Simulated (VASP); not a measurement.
# MoSe: single point with PBE

MoSe:

```
Mo Se
1.0
     0.00000    2.67391    2.67391
     2.67391    0.00000    2.67391
     2.67391    2.67391    0.00000
Mo Se
1 1
Cartesian
  2.6739 2.6739 2.6739
  0.0000 0.0000 0.0000
```

* Program: VASP 6.6.1
* Task: single point
* Functional: PBE
* Potentials or basis: VASP PAW PBE potentials, release 64 (Mo_sv, Se)
* Cutoff: 520 eV
* k mesh: 12 × 12 × 12
* Occupations: gaussian, width 0.05 eV
* Spin: collinear spin, ferromagnetic start
* Starting moments: [2.18, 0.0] μB
* Dipole correction: no
* Further INCAR settings: ALGO = Normal; EDIFF = 1e-06; NBANDS = 21

| Property | Result |
| --- | --- |
| Pressure | 0.4 GPa |
| Net moment | 2.57 μB per cell |
| Site moments | Mo +2.26; Se +0.01 μB |
| Valence electrons inside the program's atomic spheres | Mo 12.28; Se 3.91 |

Levels at points of the mesh, in eV from the Fermi level:
Spin up:
```tsv
k point	band 9	band 10	band 11	band 12	band 13	band 14
(0.00, 0.00, 0.00)	-2.24	-2.24	-2.24	-1.85	-1.85	1.89
(0.50, 0.00, 0.00)	-0.81	-0.81	-0.22	2.36	3.91	3.91
(0.50, 0.50, 0.00)	-3.71	-1.11	-0.34	-0.34	0.71	1.94
```
Spin down:
```
           k point  band 6  band 7  band 8  band 9  band 10  band 11  band 12  band 13
(0.00, 0.00, 0.00)   -2.18   -2.18   -2.18   -0.74    -0.74    -0.74    -0.66    -0.66
(0.50, 0.00, 0.00)   -7.15   -4.86   -4.86    1.09     1.09     1.57     2.81     4.79
(0.50, 0.50, 0.00)   -5.81   -3.56   -3.56   -2.36     0.13     1.72     1.72     1.96
```

Run time: 84 s on 1 thread of Intel(R) Xeon(R) Platinum 8488C (Sapphire Rapids), on a shared host, peak memory 0.22 GiB.
